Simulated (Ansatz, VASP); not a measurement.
## One calculation of FeO, two programs

INCAR

```
SYSTEM = FeO
ALGO = Normal ; EDIFF = 1E-6
ENCUT = 520 ; GGA = PS
ISIF = 2 ; ISMEAR = 0
ISPIN = 2 ; LASPH = .TRUE.
LCHARG = .FALSE. ; LDAU = .TRUE.
LDAUJ = 0 0 ; LDAUL = 2 -1
LDAUPRINT = 1 ; LDAUTYPE = 2
LDAUU = 5 0 ; LMAXMIX = 4
LORBIT = 11 ; LREAL = .FALSE.
LWAVE = .FALSE. ; MAGMOM = 3.9 0.25
NBANDS = 18 ; NELM = 150
PREC = Accurate ; SIGMA = 0.05
```

The input KPOINTS:

```
k-points
0
G
  8 8 8
  0 0 0
```

The input POSCAR:

```
FeO
1.0
    0.0000000000      2.1554001600      2.1554001600
    2.1554001600      0.0000000000      2.1554001600
    2.1554001600      2.1554001600      0.0000000000
Fe O
1 1
Direct
    0.0000000000      0.0000000000      0.0000000000
    0.5000000000      0.5000000000      0.5000000000
```

Input for Ansatz:

```yaml
crystal:
  lattice:
    - [0.0, 2.15540016, 2.15540016]
    - [2.15540016, 0.0, 2.15540016]
    - [2.15540016, 2.15540016, 0.0]
  atoms:
    - { symbol: Fe, position: [0.0, 0.0, 0.0], spin: 5.0 }
    - { symbol: O, position: [0.5, 0.5, 0.5] }
basis:
  ecutwfc: 420
  ecutrho_ratio: 4
kpoints:
  mp_grid: { grid: [8, 8, 8] }
hamiltonian:
  xc: pbesol
  hubbard:
    sites:
      - { site: 0, l: d, u_eff: 5.0, starting_ns: [{ spin: up, occupation_matrix: s0up }, { spin: down, occupation_matrix: s0down }] }
    occupation_matrices:
      s0up:
        matrix:
          - [0.97, 0.0, 0.0, 0.0, 0.0]
          - [0.0, 0.97, 0.0, 0.0, 0.0]
          - [0.0, 0.0, 0.97, 0.0, 0.0]
          - [0.0, 0.0, 0.0, 0.97, 0.0]
          - [0.0, 0.0, 0.0, 0.0, 0.97]
      s0down:
        matrix:
          - [0.02, 0.0, 0.0, 0.0, 0.0]
          - [0.0, 0.02, 0.0, 0.0, 0.0]
          - [0.0, 0.0, 0.02, 0.0, 0.0]
          - [0.0, 0.0, 0.0, 0.02, 0.0]
          - [0.0, 0.0, 0.0, 0.0, 0.02]
    ns_hold: { iters: 5 }
scf:
  occupations: { method: gaussian, width: 0.05 }
  lower_state_search: "off"
  max_iter: 150
output:
  forces: true
  stress: true
  eigenvalues: true
  populations: true
  hubbard: { sites: [{ site: 0, l: d }] }
magnetization:
  spin_polarized: true
```

Alike in both runs: task single point; functional PBEsol; k mesh 8 × 8 × 8; occupations gaussian, width 0.05 eV; collinear spin; Hubbard terms Fe d U = 5.0 eV.

|  | VASP | Ansatz |
| --- | --- | --- |
| version | VASP 6.6.1 | Ansatz 0.2.0 |
| potentials or method | VASP PAW PBE potentials, release 64 (Fe, O), cutoff 520 eV | scalar-relativistic, plane waves, PAW |
| valence electrons in the cell | 14 | 22 |

Ansatz gave:

```
gap on the k mesh at the Fermi level (eV)                     : none
pressure (GPa)                                                : -4.5
net moment per atom (μB)                                      : 2.00
size of the moment on the site where the two differ most (μB) : 3.54
```

Question: Estimate VASP's values.

Answer: gap on the k mesh at the Fermi level (eV): none; pressure (GPa): -8.8; net moment per atom (μB): 2.00; size of the moment on the site where the two differ most (μB): 3.86.

VASP's potentials were made for PBE, not for PBEsol. Site moments also hang on the region over which each program counts them. The programs project onto different local orbitals, so the same U acts differently, and such runs can settle in different states. A gap of «none» marks a metal or a gap that the smearing closes. VASP's potentials hold 14 valence electrons a cell and Ansatz's 22, so a difference there can come from the potentials and not from the codes. Ansatz's warnings: filled band counts differ across k points.
